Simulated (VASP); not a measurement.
# Ta (Im-3m) in VASP: settings compared, part 2 of 2

VASP 6.6.1. Earlier steps stand in the parts before.

### 5 Relaxation of cell and atoms, RPBE+D3(BJ)

The input, INCAR:

```
SYSTEM = Ta
PREC = Accurate ; ENCUT = 600
EDIFF = 1E-7 ; ISMEAR = -1
SIGMA = 0.05 ; LREAL = .False.
LASPH = .True. ; NELM = 100
ALGO = Normal ; ISIF = 3
LWAVE = .False. ; LCHARG = .False.
GGA = RP ; IVDW = 12
IBRION = 2 ; NSW = 80
EDIFFG = -0.005
```

The input, KPOINTS:

```
Automatic mesh
0
Gamma
  11 11 11
  0 0 0
```

The input, POSCAR:

```
Ta
1.0
   -1.6512800000      1.6512800000      1.6512800000
    1.6512800000     -1.6512800000      1.6512800000
    1.6512800000      1.6512800000     -1.6512800000
Ta
1
Direct
    0.0000000000      0.0000000000      0.0000000000
```

Potentials or basis: VASP PAW PBE potentials, release 64 (Ta_pv).

Command:

```
$ cat potpaw_PBE.64/Ta_pv/POTCAR > POTCAR
$ mpirun -np 1 vasp_std > vasp.out
```

OUTCAR:

```text
SYSTEM = Ta
   PREC = Accurate
   ENCUT = 600
   EDIFF = 1E-7
   ISMEAR = -1
   LREAL = .False.
   LASPH = .True.
   NELM = 100
   ISIF = 3
   GGA = RP
   IVDW = 12
   IBRION = 2
   NSW = 80
   EDIFFG = -0.005
 IVDW          = 12

 ion  position               nearest neighbor table
   1  0.000  0.000  0.000-

  LATTYP: Found a body centered cubic cell.
 ALAT       =     3.3025600000

  Lattice vectors:

 A1 = (  -1.6512800000,   1.6512800000,   1.6512800000)
 A2 = (   1.6512800000,  -1.6512800000,   1.6512800000)
 A3 = (   1.6512800000,   1.6512800000,  -1.6512800000)

Analysis of symmetry for initial positions (statically):
=====================================================================
 Subroutine PRICEL returns:
 Original cell was already a primitive cell.

 Routine SETGRP: Setting up the symmetry group for a
 body centered cubic supercell.

 Subroutine GETGRP returns: Found 48 space group operations
 (whereof 48 operations were pure point group operations)
 out of a pool of 48 trial point group operations.

The static configuration has the point symmetry O_h .

Analysis of symmetry for dynamics (positions and initial velocities):
=====================================================================
 Subroutine PRICEL returns:
 Original cell was already a primitive cell.

 Routine SETGRP: Setting up the symmetry group for a
 body centered cubic supercell.

 Subroutine GETGRP returns: Found 48 space group operations
 (whereof 48 operations were pure point group operations)
 out of a pool of 48 trial point group operations.

The dynamic configuration has the point symmetry O_h .

 Subroutine INISYM returns: Found 48 space group operations
 (whereof 48 operations are pure point group operations),
 and found     1 'primitive' translations

----------------------------------------------------------------------------------------

                                     Primitive cell

  volume of cell :      18.0104

[... 100 lines left out ...]
   EFERMI =   0.00;   METHOD = LEGACY
   ISMEAR =    -1;   SIGMA  =   0.05  broadening in eV -4-tet -1-fermi 0-gaus
   EFERMI_NEDOS =   21; number of points for ismear=-14 and -15
   IALGO  =     38    algorithm
   IMIX   =      4    mixing-type and parameters
     AMIX     =   0.40;   BMIX     =  1.00
     AMIX_MAG =   1.60;   BMIX_MAG =  1.00
  volume/ion in A,a.u.               =      18.01       121.54
  Fermi-wavevector in a.u.,A,eV,Ry     =   1.388988  2.624806 26.249534  1.929286
  Thomas-Fermi vector in A             =   2.513061
   LORBIT       =      0    0 simple, 1 ext, 2 COOP (PROOUT), +10 PAW based schemes
   GGA     = RP    functional components
   LHFCALC =     F    Hartree Fock is set to
   AEXX    =    0.0000 exact exchange contribution
   IVDW    =    12    specifies the selected vdW correction
   LEPSILON=     F    determine dielectric tensor
   LRPA    =     F    only Hartree local field effects (RPA)
 conjugate gradient relaxation of ions
 non-spin polarized calculation
  energy-cutoff  :      600.00
  volume of cell :       18.01
 maximum number of plane-waves:       615
   NGX = 11   NGY = 11   NGZ = 11

--------------------------------------- Ionic step        1  -------------------------------------------

 number of electron      11.0000002 magnetization

 Free energy of the ion-electron system (eV)
  ---------------------------------------------------
  ext. energy  EPLUGINS =         0.00000000
  ---------------------------------------------------
  free energy    TOTEN  =       -11.31053282 eV

  energy without entropy =      -11.30179467  energy(sigma->0) =      -11.30616375

------------------------ aborting loop because EDIFF is reached ----------------------------------------

 Edisp (eV)   -4.82744

 E8    (eV) :    -3.6193
[... 30 lines left out ...]
--------------------------------------- Ionic step        2  -------------------------------------------

 number of electron      11.0000000 magnetization

 E-fermi :  13.6892     XC(G=0): -16.6083

 val. band max:       13.5607763153   @ k =   0.0909   0.0000   0.0000
 cond. band min:      13.6917474774   @ k =  -0.2727   0.3636   0.1818
 fundamental gap:      0.1309711621
 Fermi energy:        13.6891851596

 k-point     1 :       0.0000    0.0000    0.0000
  band No.  band energies     occupation
      1     -17.2770      2.00000
      2     -17.2770      2.00000
      3     -17.2770      2.00000
      4       4.1956      2.00000
      5      12.6394      2.00000
      6      12.6394      2.00000
      7      12.6394      2.00000
      8      18.9339      0.00000
      9      18.9339      0.00000
[... 392 lines left out ...]
--------------------------------------- Ionic step        5  -------------------------------------------

 number of electron      11.0000000 magnetization

 Free energy of the ion-electron system (eV)
  ---------------------------------------------------
  ext. energy  EPLUGINS =         0.00000000
  ---------------------------------------------------
  free energy    TOTEN  =       -10.80499489 eV

  energy without entropy =      -10.79671311  energy(sigma->0) =      -10.80085400

 E-fermi :   7.0288     XC(G=0): -13.4761

 val. band max:        7.0143104644   @ k =  -0.3636   0.3636   0.0909
 cond. band min:       7.0377943070   @ k =  -0.1818   0.2727   0.0909
 fundamental gap:      0.0234838425
 Fermi energy:         7.0287989403

 k-point     1 :       0.0000    0.0000    0.0000
  band No.  band energies     occupation
      1     -25.3561      2.00000
      2     -25.3561      2.00000
      3     -25.3561      2.00000
      4      -1.4730      2.00000
      5       7.7558      0.00000
      6       7.7558      0.00000
      7       7.7558      0.00000
      8      11.6725      0.00000
      9      11.6725      0.00000
[... 308 lines left out ...]
  FREE ENERGIE OF THE ION-ELECTRON SYSTEM (eV)
  ---------------------------------------------------
  free  energy   TOTEN  =       -16.5242859683 eV

  energy  without entropy=      -16.5160041882  energy(sigma->0) =      -16.52014508

 reached required accuracy - stopping structural energy minimisation
```

Wall time 28 s (1 thread of Intel Xeon Platinum 8488C (Sapphire Rapids), shared host); peak memory 0.17 GiB.

Results:

* Free energy: -16.5243 eV
* Relaxed volume: 15.18 Å³/atom
* Relaxed cell: a = 2.702 Å, b = 2.702 Å, c = 2.702 Å, α = 109.47°, β = 109.47°, γ = 109.47°
* Space group after relaxing (to 0.05 Å): Im-3m (No. 229)
* Energy gained by relaxing: 386.3 meV/atom
* Ionic steps: 5
* Pressure after relaxing: 0.0 GPa
* Dispersion energy per atom: -5.719 eV

Step by step:
```tsv
step	energy change (eV)	largest force (eV/Å)	pressure (GPa)	volume (Å³)
1	0.0000	0.0000	-38.11	18.01
2	4.3431	0.0000	385.54	8.99
3	-0.3795	0.0000	-6.37	15.51
4	-0.3854	0.0000	-2.38	15.30
5	-0.3863	0.0000	0.02	15.18
```

Final structure:
```
Ta
1.0
    -1.55972    1.55972    1.55972
     1.55972   -1.55972    1.55972
     1.55972    1.55972   -1.55972
Ta
1
Cartesian
  0.0000 0.0000 0.0000
```

Levels at points of the mesh, in eV from the Fermi level:
```tsv
k point	band 3	band 4	band 5	band 6	band 7	band 8
(0.00, 0.00, 0.00)	-32.38	-8.50	0.73	0.73	0.73	4.64
```

Caveat: the volume moved by over 15 % at a fixed basis, so the end points are rough; the PAW data sets were made with another functional, which shifts forces and pressure a little; spin-orbit coupling is left out, which moves the levels of the heavy elements; the volume moved by -16 % from the deposited cell, more than functionals usually miss; pairwise dispersion overbinds metals, which lowers pressure and volume.

### 6 Summary

```tsv
task	level	cell	cutoff (eV)	smearing	gap on the mesh (eV)	pressure (GPa)
single point	PBE	a = 2.860 Å, angles 109.5°, 1 atom	520	gaussian 0.02 eV	none	2.3
single point	revPBE+D4	a = 2.866 Å, angles 109.5°, 1 atom	520	fermi-dirac 0.05 eV	none	0.1
single point	revPBE	a = 2.885 Å, angles 109.5°, 1 atom	520	fermi-dirac 0.05 eV	none	0.1
relaxation of cell and atoms	RPBE+D3(BJ)	relaxed from a = 2.860 Å, angles 109.5°, 1 atom	600	fermi-dirac 0.05 eV	none	0.0
```

Alike in all rows: potentials or basis VASP PAW PBE potentials, release 64 (Ta_pv); no spin polarisation; k mesh 11 × 11 × 11.

Caveats: spin-orbit coupling is left out, which moves the levels of the heavy elements; the PAW data sets were made with another functional, which shifts forces and pressure a little (some runs); pairwise dispersion overbinds metals, which lowers pressure and volume (some runs); the volume moved by over 15 % at a fixed basis, so the end points are rough (some runs); the volume moved by -16 % from the deposited cell, more than functionals usually miss (some runs).

Total energies depend on the potentials used, so only differences within one code and one set of settings carry meaning.
